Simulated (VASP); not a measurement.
Here is a VASP 6.6.1 calculation.

File INCAR:

```
SYSTEM = C
PREC     = Accurate       ! precision mode
ENCUT    = 1000           ! plane-wave cutoff, eV
EDIFF    = 1E-6           ! SCF threshold, eV
ISMEAR   = 0              ! smearing method
SIGMA    = 0.05           ! smearing width, eV
LREAL    = Auto         
LASPH    = .True.         ! aspherical terms in the spheres
NELM     = 120            ! most SCF steps
ALGO     = Normal         ! electronic algorithm
ISIF     = 2              ! what is computed and relaxed
LWAVE    = .False.        ! write WAVECAR
LCHARG   = .True.         ! write CHGCAR
GGA      = PS             ! functional
LELF     = .True.         ! ELF
LVHAR    = .True.       
NBANDS   = 43             ! bands
GGA_COMPAT= .False.
```

Contents of KPOINTS:

```
Automatic mesh
0
Gamma
  6 6 6
  0 0 0
```

Contents of POSCAR:

```
C
1.0
    0.0000000000      3.5537981836     -3.5537981836
   -3.5537981836      0.0000000000     -3.5537981836
   -3.5537981836      3.5537981836      0.0000000000
C
15
Direct
    0.2500000000      0.7500000000      0.2500000000
    0.7500000000      0.2500000000      0.2500000000
    0.2500000000      0.2500000000      0.2500000000
    0.7500000000      0.7500000000      0.7500000000
    0.2500000000      0.7500000000      0.7500000000
    0.7500000000      0.2500000000      0.7500000000
    0.2500000000      0.2500000000      0.7500000000
    0.8750000000      0.3750000000      0.3750000000
    0.3750000000      0.3750000000      0.3750000000
    0.8750000000      0.8750000000      0.3750000000
    0.3750000000      0.8750000000      0.3750000000
    0.8750000000      0.3750000000      0.8750000000
    0.3750000000      0.3750000000      0.8750000000
    0.8750000000      0.8750000000      0.8750000000
    0.3750000000      0.8750000000      0.8750000000
```

Potentials or basis: VASP PAW PBE potentials, release 64 (C_h).

Launch:

```sh
$ cat potpaw_PBE.64/C_h/POTCAR > POTCAR
$ mpirun -np 1 vasp_std > vasp.out
```

**Question.** Estimate the band gap on the k mesh.

**Answer.** Zero (bands 30 and 31 overlap by 2.07 eV).

**Question.** Predict the largest force.

**Answer.** 2.970 eV/Å.

**Question.** Predict the pressure.

**Answer.** -6.6 GPa.

Forces in eV/Å, atoms in the order of the input:
```
C    0.729  0.000  0.000
C    0.000 -0.729  0.000
C    0.000  0.000 -0.729
C    0.000  0.000  0.729
C    0.000  0.729  0.000
C   -0.729  0.000  0.000
C    0.000  0.000  0.000
C    1.715  1.715  1.715
C   -0.043  0.043  0.043
C   -1.715  1.715 -1.715
C   -1.715 -1.715  1.715
C    0.043  0.043 -0.043
C    0.043 -0.043  0.043
C    1.715 -1.715 -1.715
C   -0.043 -0.043 -0.043
```

Caveat: the cell differs from its parent crystal (atoms taken out, atom 10 moved 0.000 of the way to it and +0.000 Å across, host rigid); the PAW data sets were made with another functional, which shifts forces and pressure a little.
